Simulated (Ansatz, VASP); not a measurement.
Given: the input of a run of VASP 6.6.1 on LiF.

INCAR

```
ALGO = Normal
EDIFF = 1E-6
ENCUT = 520
GGA = PS
ISIF = 2
ISMEAR = -1
LASPH = True
LCHARG = False
LREAL = False
LWAVE = False
NBANDS = 12
NELM = 60
PREC = Accurate
SIGMA = 0.05
```

Contents of KPOINTS:

```
k-points
0
Gamma
  11 11 11
```

Contents of POSCAR:

```
LiF
1.0
    0.0000000000      2.0273381371      2.0273381371
    2.0273381371      0.0000000000      2.0273381371
    2.0273381371      2.0273381371      0.0000000000
F Li
1 1
Direct
    0.5000000000      0.5000000000      0.5000000000
    0.0000000000      0.0000000000      0.0000000000
```

Potentials or basis: VASP PAW PBE potentials, release 64 (F, Li_sv).

Launch:

```bash
$ cat potpaw_PBE.64/F/POTCAR potpaw_PBE.64/Li_sv/POTCAR > POTCAR
$ mpirun -np 1 vasp_std > vasp.out
```

Problem. Set up the same calculation for Ansatz 0.2.0. Potentials there: Ansatz PAW.

Solution. As run (the cutoff follows the program's own potentials):

The input input.yaml:

```yaml
crystal:
  lattice:
    - [0.0, 2.0273381371, 2.0273381371]
    - [2.0273381371, 0.0, 2.0273381371]
    - [2.0273381371, 2.0273381371, 0.0]
  atoms:
    - { symbol: F, position: [0.5, 0.5, 0.5] }
    - { symbol: Li, position: [0.0, 0.0, 0.0] }
hamiltonian:
  xc: pbesol
  pseudopotentials: { kind: paw }
kpoints:
  mp_grid: { grid: [11, 11, 11] }
scf:
  occupations: { method: fermi_dirac, width: 0.05 }
output:
  forces: true
  stress: true
  eigenvalues: true
```

Potentials or basis: Ansatz PAW.

Launch:

```bash
$ ansatz run input.yaml --threads 1 --pin off --max-ram 3584MiB --backend cpu --events-out ev --progress --plain --runs-dir out
```

Both were run:

|  | VASP | Ansatz | Ansatz less VASP |
| --- | --- | --- | --- |
| gap on the k mesh at the Fermi level (eV) | 8.74 | 8.75 | +0.001 |
| least direct gap on the mesh (eV) | 8.74 | 8.75 | +0.001 |

VASP's potentials were made for PBE, not for PBEsol.

Noted on VASP's run: the cutoff is short for stress, so the pressure is rough. Noted on Ansatz's run: odd divisions of the mesh miss points on the zone boundary, where band edges often lie, so the gap on the mesh can be too wide.
